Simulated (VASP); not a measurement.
Wanted: the native input for a VASP 6.6.1 run.

```yaml
Task: relaxation of cell and atoms
Functional: PBE
Potentials_or_basis: VASP PAW PBE potentials, release 64 (Ti_sv, H)
Cutoff: 500 eV
k_mesh: 12 × 12 × 12
Occupations: gaussian, width 0.1 eV
Spin: collinear spin
Starting_moments: "[0.46, 0.0, 0.0, 0.0, 0.0, 0.0, 0.0] μB"
Dipole_correction: no
Further_INCAR_settings: ALGO = Normal; EDIFF = 1e-07; IBRION = 2; EDIFFG = -0.01; NSW = 100; ISIF = 3
```

The structure of TiH6 lies in POSCAR:

```
TiH6
1.0
    3.2729102149      0.0000000000      0.0000000000
    0.0000000000      3.2729102149      0.0000000000
    0.0000000000      0.0000000000      3.2729102149
Ti H
1 6
Direct
    0.5000000000      0.5000000000      0.5000000000
    0.6431854559      0.0000000000      0.0000000000
    0.3568145441      0.0000000000      0.0000000000
    0.0000000000      0.6431854559      0.0000000000
    0.0000000000      0.3568145441      0.0000000000
    0.0000000000      0.0000000000      0.6431854559
    0.0000000000      0.0000000000      0.3568145441
```

The cell was generated, and may not be a known phase.

One way to write it, as run:

INCAR

```
SYSTEM = TiH6
  PREC = Accurate
  ENCUT = 500
  EDIFF = 1E-7
  ISMEAR = 0
  SIGMA = 0.1
  LREAL = .FALSE.
  LASPH = .TRUE.
  NELM = 200
  ALGO = Normal
  ISIF = 3
  LWAVE = .FALSE.
  LCHARG = .FALSE.
  ISPIN = 2
  MAGMOM = 0.46 0 0 0 0 0 0
  LORBIT = 11
  LMAXMIX = 4
  GGA = PE
  IBRION = 2
  NSW = 100
  EDIFFG = -0.01
  GGA_COMPAT = .FALSE.
  NELMIN = 4
```

KPOINTS

```
Automatic mesh
0
G
  12 12 12
  0 0 0
```

Potentials or basis: VASP PAW PBE potentials, release 64 (Ti_sv, H).

Run with:

```console
$ cat potpaw_PBE.64/Ti_sv/POTCAR potpaw_PBE.64/H/POTCAR > POTCAR
$ mpirun -np 1 vasp_std > vasp.out
```

It gave:

```
Relaxed volume                                        : 4.94 Å³/atom
Relaxed cell                                          : a = 3.259 Å, b = 3.259 Å, c = 3.259 Å, α = 90.00°, β = 90.00°, γ = 90.00°
Space group after relaxing (to 0.1 Å)                 : Pm-3m (No. 221)
Energy gained by relaxing                             : 0.2 meV/atom
Ionic steps                                           : 5
Pressure after relaxing                               : 0.0 GPa
Largest force after relaxing                          : 0.005 eV/Å
Band gap on the k mesh                                : zero (filled and empty bands overlap)
Net moment                                            : 0.00 μB per cell
Valence electrons inside the program's atomic spheres : Ti 10.21; H 0.55
```

Run time: 110 s on 1 thread of AMD EPYC 9R45 96-Core Processor (Zen 5) (shared host), peak memory 0.16 GiB.
